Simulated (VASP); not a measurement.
Wanted: the native input for a VASP 6.6.1 run.

- Task: single point
- Functional: PBE
- Potentials or basis: VASP PAW PBE potentials, release 64 (Al, Cu)
- Cutoff: 520 eV
- k mesh: 16 × 10 × 6
- Occupations: fermi-dirac, width 0.15 eV
- Spin: no spin polarisation
- Dipole correction: no
- Further INCAR settings: ALGO = Fast; EDIFF = 1e-06; NBANDS = 38

The structure of AlCu5 lies in POSCAR:

```
AlCu5
1.0
    2.6749741923      0.0000000000      0.0000000000
    0.0000000000      3.5415165026      0.0000000000
    0.0000000000      0.0000000000      7.8569300143
Al Cu
1 5
Direct
    0.5000000000      0.5000000000      0.0000000000
    0.0000000000      0.0000000000      0.8297093849
    0.0000000000      0.0000000000      0.1702906151
    0.5000000000      0.5000000000      0.3362974314
    0.0000000000      0.0000000000      0.5000000000
    0.5000000000      0.5000000000      0.6637025686
```

The input as run:

INCAR

```
  PREC = Accurate
  ENCUT = 520
  EDIFF = 1E-6
  ISMEAR = -1
  SIGMA = 0.15
  LREAL = F
  LASPH = T
  NELM = 100
  ALGO = Fast
  ISIF = 2
  LWAVE = F
  LCHARG = F
  GGA = PE
  NBANDS = 38
```

KPOINTS

```
Automatic mesh
0
Gamma
  16 10 6
```

Potentials or basis: VASP PAW PBE potentials, release 64 (Al, Cu).

Command:

```console
$ cat potpaw_PBE.64/Al/POTCAR potpaw_PBE.64/Cu/POTCAR > POTCAR
$ mpirun -np 1 vasp_std > vasp.out
```

It gave:

```json
{
  "Pressure": "0.4 GPa",
  "Band gap on the k mesh": "zero (bands 29 and 30 overlap by 3.72 eV)"
}
```

Wall time 13 min on 1 thread of Intel Xeon 8259CL, on a shared host, peak memory 0.53 GiB.
